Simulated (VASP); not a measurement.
# P (Fm-3m) in VASP: a series of runs

The runs below take P through relaxation of cell and atoms, with PBE.

All numbers are computed with VASP 6.6.1; they aren't measurements. Logs are shortened: lines on timing, memory, paths and dates and some standing lists are left out, and cuts for length are marked.

## (1) The cell of the first run

Symmetry: Fm-3m, No. 225, cubic system. The conventional cell has a = 3.044 Å, b = 3.044 Å, c = 3.044 Å, α = 90.00°, β = 90.00°, γ = 90.00°. P (site symmetry m-3m) has 12 P at 2.15 Å within 2.8 Å.

This isn't the form of P at room conditions, which is orthorhombic.

## (2) Relaxation of cell and atoms, PBE, target pressure 270 GPa, at which the enthalpy is minimised

INCAR reads:

```
SYSTEM = P
  PREC = Accurate
  ENCUT = 600
  EDIFF = 1E-6
  ISMEAR = -1
  SIGMA = 0.1
  LREAL = .FALSE.
  LASPH = .TRUE.
  NELM = 60
  ALGO = Normal
  ISIF = 3
  LWAVE = .FALSE.
  LCHARG = .FALSE.
  GGA = PE
  IBRION = 2
  NSW = 60
  EDIFFG = -0.005
  PSTRESS = 2700.0
```

KPOINTS reads:

```
Automatic mesh
0
G
  21 21 21
  0 0 0
```

POSCAR reads:

```
P
1.0
    0.0000000000      1.5220171003      1.5220171003
    1.5220171003      0.0000000000      1.5220171003
    1.5220171003      1.5220171003      0.0000000000
P
1
Direct
    0.0000000000      0.0000000000      0.0000000000
```

Potentials or basis: VASP PAW PBE potentials, release 64 (P).

The run is started by

```console
> cat potpaw_PBE.64/P/POTCAR > POTCAR
> mpirun -np 1 vasp_std > vasp.out
```

OUTCAR:

```text
SYSTEM = P
   PREC = Accurate
   ENCUT = 600
   EDIFF = 1E-6
   ISMEAR = -1
   LREAL = .FALSE.
   LASPH = .TRUE.
   NELM = 60
   ISIF = 3
   GGA = PE
   IBRION = 2
   NSW = 60
   EDIFFG = -0.005
   PSTRESS = 2700.0

 ion  position               nearest neighbor table
   1  0.000  0.000  0.000-

  LATTYP: Found a face centered cubic cell.
 ALAT       =     3.0440342006

  Lattice vectors:

 A1 = (   0.0000000000,   1.5220171003,   1.5220171003)
 A2 = (   1.5220171003,   0.0000000000,   1.5220171003)
 A3 = (   1.5220171003,   1.5220171003,   0.0000000000)

Analysis of symmetry for initial positions (statically):
=====================================================================
 Subroutine PRICEL returns:
 Original cell was already a primitive cell.

 Routine SETGRP: Setting up the symmetry group for a
 face centered cubic supercell.

 Subroutine GETGRP returns: Found 48 space group operations
 (whereof 48 operations were pure point group operations)
 out of a pool of 48 trial point group operations.

The static configuration has the point symmetry O_h .

Analysis of symmetry for dynamics (positions and initial velocities):
=====================================================================
 Subroutine PRICEL returns:
 Original cell was already a primitive cell.

 Routine SETGRP: Setting up the symmetry group for a
 face centered cubic supercell.

 Subroutine GETGRP returns: Found 48 space group operations
 (whereof 48 operations were pure point group operations)
 out of a pool of 48 trial point group operations.

The dynamic configuration has the point symmetry O_h .

 Subroutine INISYM returns: Found 48 space group operations
 (whereof 48 operations are pure point group operations),
 and found     1 'primitive' translations

----------------------------------------------------------------------------------------

                                     Primitive cell

  volume of cell :       7.0516

  direct lattice vectors                    reciprocal lattice vectors
     0.000000000  1.522017100  1.522017100    -0.328511421  0.328511421  0.328511421
     1.522017100  0.000000000  1.522017100     0.328511421 -0.328511421  0.328511421
     1.522017100  1.522017100  0.000000000     0.328511421  0.328511421 -0.328511421

  length of vectors
[... 88 lines left out ...]
   POTIM  = 0.5000    time-step for ionic-motion
   TEBEG  =    0.0;   TEEND  =   0.0 temperature during run
   PSTRESS= 2700.0 pullay stress
   NELECT =       5.0000    total number of electrons
   NUPDOWN=      -1.0000    fix difference up-down
   EMIN   =  10.00;   EMAX   =-10.00  energy-range for DOS
   EFERMI =   0.00;   METHOD = LEGACY
   ISMEAR =    -1;   SIGMA  =   0.10  broadening in eV -4-tet -1-fermi 0-gaus
   EFERMI_NEDOS =   21; number of points for ismear=-14 and -15
   IALGO  =     38    algorithm
   IMIX   =      4    mixing-type and parameters
     AMIX     =   0.40;   BMIX     =  1.00
     AMIX_MAG =   1.60;   BMIX_MAG =  1.00
  volume/ion in A,a.u.               =       7.05        47.59
  Fermi-wavevector in a.u.,A,eV,Ry     =   1.459829  2.758677 28.995383  2.131101
  Thomas-Fermi vector in A             =   2.576350
   LORBIT       =      0    0 simple, 1 ext, 2 COOP (PROOUT), +10 PAW based schemes
   GGA     = PE    functional components
   LHFCALC =     F    Hartree Fock is set to
   AEXX    =    0.0000 exact exchange contribution
   IVDW    =     0    specifies the selected vdW correction
   LEPSILON=     F    determine dielectric tensor
   LRPA    =     F    only Hartree local field effects (RPA)
 conjugate gradient relaxation of ions
 non-spin polarized calculation
  energy-cutoff  :      600.00
  volume of cell :        7.05
 maximum number of plane-waves:       259
 NGX is ok and might be reduce to    18
   NGX =  9   NGY =  9   NGZ =  9

--------------------------------------- Ionic step        1  -------------------------------------------

 number of electron       5.0000001 magnetization

 Free energy of the ion-electron system (eV)
  ---------------------------------------------------
  ext. energy  EPLUGINS =         0.00000000
  ---------------------------------------------------
  free energy    TOTEN  =        -1.07177707 eV

  energy without entropy =       -1.06132032  energy(sigma->0) =       -1.06654870

------------------------ aborting loop because EDIFF is reached ----------------------------------------

  FORCE on cell =-STRESS in cart. coord.  units (eV):
  Direction    XX          YY          ZZ          XY          YZ          ZX
  --------------------------------------------------------------------------------------
  -------------------------------------------------------------------------------------
  Total       11.8352592     11.8352592     11.8352592     -0.0000000      0.0000000      0.0000000
  in kB     2689.0554886   2689.0554886   2689.0554886     -0.0000000      0.0000000      0.0000000
  external PRESSURE =     -10.9445114 kB  Pullay stress =    2700.0000000 kB
[... 61 lines left out ...]
--------------------------------------- Ionic step        3  -------------------------------------------

 number of electron       5.0000001 magnetization

 Free energy of the ion-electron system (eV)
  ---------------------------------------------------
  ext. energy  EPLUGINS =         0.00000000
  ---------------------------------------------------
  free energy    TOTEN  =        -1.05760240 eV

  energy without entropy =       -1.04713975  energy(sigma->0) =       -1.05237108

 E-fermi :  23.6734     XC(G=0): -14.8773

 val. band max:       23.6636348224   @ k =  -0.2857   0.2381   0.0952
 cond. band min:      23.6833863526   @ k =  -0.2381   0.3810   0.1429
 fundamental gap:      0.0197515302
 Fermi energy:        23.6733817511

 k-point     1 :       0.0000    0.0000    0.0000
  band No.  band energies     occupation
      1      -2.7343      2.00000
      2      36.7676      0.00000
      3      36.7676      0.00000
      4      36.7676      0.00000
      5      40.1104      0.00000
      6      40.1104      0.00000
[... 199 lines left out ...]
 k-point    24 :      -0.3810    0.0476    0.0000
  band No.  band energies     occupation
      1       4.4750      2.00000
      2      13.5418      2.00000
      3      31.9713      0.00000
      4      35.3379      0.00000
      5      35.9935      0.00000
      6      37.8061      0.00000

 [... further k-points ...]

------------------------ aborting loop because EDIFF is reached ----------------------------------------

  FORCE on cell =-STRESS in cart. coord.  units (eV):
  Direction    XX          YY          ZZ          XY          YZ          ZX
  --------------------------------------------------------------------------------------
  -------------------------------------------------------------------------------------
  Total       11.8701272     11.8701272     11.8701272     -0.0000000     -0.0000000      0.0000000
  in kB     2700.2052935   2700.2052935   2700.2052935     -0.0000000     -0.0000000      0.0000000
  external PRESSURE =       0.2052935 kB  Pullay stress =    2700.0000000 kB
[... 20 lines left out ...]
  energy  without entropy=       -1.0471397540  energy(sigma->0) =       -1.05237108

  enthalpy is  TOTEN    =        10.8116222804 eV   P V=       11.8692246781

 reached required accuracy - stopping structural energy minimisation
```

OSZICAR:

```text
N       E                     dE             d eps       ncg     rms          rms(c)
DAV:   1     0.578845171150E+01    0.57885E+01   -0.28921E+03  4050   0.741E+02
DAV:   2    -0.106845769552E+01   -0.68569E+01   -0.63624E+01  4860   0.754E+01
DAV:   3    -0.112310041965E+01   -0.54643E-01   -0.54352E-01  4188   0.689E+00
[... 13 lines left out ...]
       N       E                     dE             d eps       ncg     rms          rms(c)
DAV:   1    -0.105770047267E+01   -0.69219E-01   -0.54261E-03  3816   0.549E-01    0.205E-01
DAV:   2    -0.105763758990E+01    0.62883E-04   -0.30297E-05  3966   0.650E-02    0.111E-01
DAV:   3    -0.105760278144E+01    0.34808E-04   -0.33050E-05  3792   0.476E-02    0.119E-02
DAV:   4    -0.105760239769E+01    0.38375E-06   -0.41811E-08  2268   0.290E-03
   3 F= 0.10811622E+02 E0= 0.10816854E+02  d E =-.295774E-04
```

Run time: 33 s. Hardware: 1 thread of Intel Xeon 8259CL, shared host; peak memory 0.13 GiB.

Results:

```yaml
Free_energy: -1.0576 eV
Relaxed_volume: 7.04 Å³/atom
Relaxed_cell: a = 2.152 Å, b = 2.152 Å, c = 2.152 Å, α = 60.00°, β = 60.00°, γ = 60.00°
Space_group_after_relaxing_to_0.1_Å: Fm-3m (No. 225)
Energy_change_on_relaxing_the_run_minimises_the_enthalpy: +14.2 meV/atom
Ionic_steps: 3
Pressure_after_relaxing: 270.0 GPa
Band_gap_on_the_k_mesh: zero (an odd number of electrons rules out a gap without spin polarisation)
```

Step by step:
```csv
step,energy change (eV),largest force (eV/Å),pressure (GPa),volume (Å³)
1,0.0000,0.0000,268.91,7.05
2,0.0833,0.0000,275.32,7.00
3,0.0142,0.0000,270.02,7.04
```

Final structure:
```
P
1.0
     0.00000    1.52141    1.52141
     1.52141    0.00000    1.52141
     1.52141    1.52141    0.00000
P
1
Cartesian
  0.0000 0.0000 0.0000
```

Levels at points of the mesh, in eV from the Fermi level:
```tsv
k point	band 1	band 2	band 3	band 4	band 5
(0.00, 0.00, 0.00)	-26.41	13.09	13.09	13.09	16.44
```

Caveat: the cell is relaxed towards a set pressure, so the run minimises the enthalpy, not the energy.

## (3) Relaxation of cell and atoms, PBE, target pressure 270 GPa, at which the enthalpy is minimised

This run uses another cell than the first one, of 7.08 Å³/atom.

INCAR reads:

```
SYSTEM = P
  PREC = Accurate
  ENCUT = 600
  EDIFF = 1E-6
  ISMEAR = -1
  SIGMA = 0.1
  LREAL = .False.
  LASPH = .True.
  NELM = 100
  ALGO = Normal
  ISIF = 3
  LWAVE = .False.
  LCHARG = .False.
  GGA = PE
  IBRION = 2
  NSW = 32
  EDIFFG = -0.005
  PSTRESS = 2700.0
```

KPOINTS reads:

```
Automatic mesh
0
Gamma
  21 21 21
  0 0 0
```

POSCAR reads:

```
P
1.0
    0.0000000000      1.5237006465      1.5237006465
    1.5237006465      0.0000000000      1.5237006465
    1.5237006465      1.5237006465      0.0000000000
P
1
Direct
    0.0000000000      0.0000000000      0.0000000000
```

Potentials or basis: VASP PAW PBE potentials, release 64 (P).

The run is started by

```console
> cat potpaw_PBE.64/P/POTCAR > POTCAR
> mpirun -np 1 vasp_std > vasp.out
```

It took 32 s on 1 thread of Intel Xeon 8259CL, shared host; peak memory 0.13 GiB.

Results (log left out):

```yaml
Free_energy: -1.0583 eV
Relaxed_volume: 7.04 Å³/atom
Relaxed_cell: a = 2.152 Å, b = 2.152 Å, c = 2.152 Å, α = 60.00°, β = 60.00°, γ = 60.00°
Space_group_after_relaxing_to_0.1_Å: Fm-3m (No. 225)
Energy_change_on_relaxing_the_run_minimises_the_enthalpy: +52.6 meV/atom
Ionic_steps: 3
Pressure_after_relaxing: 270.0 GPa
Band_gap_on_the_k_mesh: zero (an odd number of electrons rules out a gap without spin polarisation)
```

Step by step:
| step | energy change (eV) | largest force (eV/Å) | pressure (GPa) | volume (Å³) |
| --- | --- | --- | --- | --- |
| 1 | 0.0000 | 0.0000 | 265.90 | 7.08 |
| 2 | 0.3190 | 0.0000 | 290.49 | 6.89 |
| 3 | 0.0526 | 0.0000 | 269.96 | 7.04 |

Final structure:
```xyz
1
Lattice="0.0000 1.5214 1.5214 1.5214 0.0000 1.5214 1.5214 1.5214 0.0000" Properties=species:S:1:pos:R:3 pbc="T T T"
P     0.0000    1.5214    1.5214
```

Levels at points of the mesh, in eV from the Fermi level:
| k point | band 1 | band 2 | band 3 | band 4 | band 5 |
| --- | --- | --- | --- | --- | --- |
| (0.00, 0.00, 0.00) | -26.41 | 13.09 | 13.09 | 13.09 | 16.44 |

Caveat: the cell is relaxed towards a set pressure, so the run minimises the enthalpy, not the energy.

## (4) Relaxation of cell and atoms, PBE

This run uses another cell than the first one, of 15.00 Å³/atom.

INCAR reads:

```
  PREC = Accurate
  ENCUT = 600
  EDIFF = 1E-7
  ISMEAR = -1
  SIGMA = 0.1
  LREAL = False
  LASPH = True
  NELM = 80
  ALGO = Normal
  ISIF = 3
  LWAVE = False
  LCHARG = False
  GGA = PE
  IBRION = 2
  NSW = 60
  EDIFFG = -0.005
```

KPOINTS reads:

```
regular mesh
0
Gamma
  17 17 17
```

POSCAR reads:

```
P
1.0
    0.0000000000      1.9574338206      1.9574338206
    1.9574338206      0.0000000000      1.9574338206
    1.9574338206      1.9574338206      0.0000000000
P
1
Direct
    0.0000000000      0.0000000000      0.0000000000
```

The run is started by

```console
> cat potpaw_PBE.64/P/POTCAR > POTCAR
> mpirun -np 1 vasp_std > vasp.out
```

It took 42 s on 1 thread of Intel Xeon 8259CL, shared host; peak memory 0.15 GiB.

Results (log left out):

```
Free energy                           : -4.5219 eV
Relaxed volume                        : 14.52 Å³/atom
Relaxed cell                          : a = 2.738 Å, b = 2.738 Å, c = 2.738 Å, α = 60.00°, β = 60.00°, γ = 60.00°
Space group after relaxing (to 0.1 Å) : Fm-3m (No. 225)
Energy gained by relaxing             : 4.1 meV/atom
Ionic steps                           : 3
Pressure after relaxing               : 0.0 GPa
Band gap on the k mesh                : zero (an odd number of electrons rules out a gap without spin polarisation)
```

The path:
```
step  energy change (eV)  largest force (eV/Å)  pressure (GPa)  volume (Å³)
   1              0.0000                0.0000           -2.66        15.00
   2             -0.0041                0.0000            0.30        14.47
   3             -0.0041                0.0000            0.00        14.52
```

Final structure:
```
P
1.0
     0.00000    1.93612    1.93612
     1.93612    0.00000    1.93612
     1.93612    1.93612    0.00000
P
1
Direct
  0.00000 0.00000 0.00000
```

Levels at points of the mesh, in eV from the Fermi level:
| k point | band 1 | band 2 | band 3 | band 4 | band 5 |
| --- | --- | --- | --- | --- | --- |
| (0.00, 0.00, 0.00) | -16.38 | 6.78 | 6.78 | 6.78 | 11.41 |

## (5) Overview

| cell | k mesh | gap on the mesh (eV) | pressure (GPa) |
| --- | --- | --- | --- |
| relaxed to 270 GPa from a = 2.152 Å, angles 60.0°, 1 atom | 21 × 21 × 21 | none | 270.0 |
| relaxed to 270 GPa from a = 2.155 Å, angles 60.0°, 1 atom | 21 × 21 × 21 | none | 270.0 |
| relaxed from a = 2.768 Å, angles 60.0°, 1 atom | 17 × 17 × 17 | none | 0.0 |

Alike in all rows: task relaxation of cell and atoms; level PBE; potentials or basis VASP PAW PBE potentials, release 64 (P); no spin polarisation; cutoff (eV) 600; smearing fermi-dirac 0.1 eV.

Caveats: the cell is relaxed towards a set pressure, so the run minimises the enthalpy, not the energy (at least some runs).

Total energies depend on the potentials used, so only differences within one code and one set of settings carry meaning.

The gap in the log of VASP goes by the Fermi energy; the results here count the filled bands.